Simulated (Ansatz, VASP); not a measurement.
Al in VASP and in Ansatz

Contents of INCAR:

```
SYSTEM = Al
ALGO = Normal
EDIFF = 1E-7
ENCUT = 520
GGA = PE
ISIF = 2
ISMEAR = 0
LASPH = .TRUE.
LCHARG = .TRUE.
LELF = .TRUE.
LREAL = .FALSE.
LVHAR = .TRUE.
LWAVE = .FALSE.
NBANDS = 8
NELM = 80
PREC = Accurate
SIGMA = 0.15
```

File KPOINTS:

```
k-points
0
G
  20 20 20
  0 0 0
```

POSCAR

```
Al
1.0
   -0.1517985000      2.0239800000      2.0239800000
    1.8721815000      0.0000000000      1.8721815000
    2.0239800000      2.0239800000     -0.1517985000
Al
1
Direct
    0.0000000000      0.0000000000      0.0000000000
```

Input for Ansatz:

```yaml
crystal:
  lattice:
    - [-0.1517985, 2.02398, 2.02398]
    - [1.8721815, 0.0, 1.8721815]
    - [2.02398, 2.02398, -0.1517985]
  atoms:
    - { symbol: Al, position: [0.0, 0.0, 0.0] }
basis:
  ecutwfc: 420
kpoints:
  mp_grid: { grid: [20, 20, 20] }
hamiltonian:
  xc: pbe
scf:
  occupations: { method: gaussian, width: 0.15 }
output:
  forces: true
  stress: true
  eigenvalues: true
```

Change from the starting cell: strain -0.1500 x Voigt [0, 0, 0, 0, 1, 0], atoms carried along.

Alike in both runs: task single point; functional PBE; k mesh 20 × 20 × 20; occupations gaussian, width 0.15 eV; no spin polarisation.

|  | VASP | Ansatz |
| --- | --- | --- |
| version | VASP 6.6.1 | Ansatz 0.2.0 |
| potentials or method | VASP PAW PBE potentials, release 64 (Al), cutoff 520 eV | scalar-relativistic, plane waves, PAW |
| valence electrons in the cell | 3 | 3 |

Ansatz gave:

| Property | Result |
| --- | --- |
| gap on the k mesh at the Fermi level (eV) | none |
| pressure (GPa) | 1.9 |
| traceless stress, the component that is largest in VASP (GPa) | 6.00 |

Question: Estimate VASP's values.

Answer: gap on the k mesh at the Fermi level (eV): none; pressure (GPa): 1.8; traceless stress, the component that is largest in VASP (GPa): 5.98.

A gap of «none» marks a metal or a gap that the smearing closes.
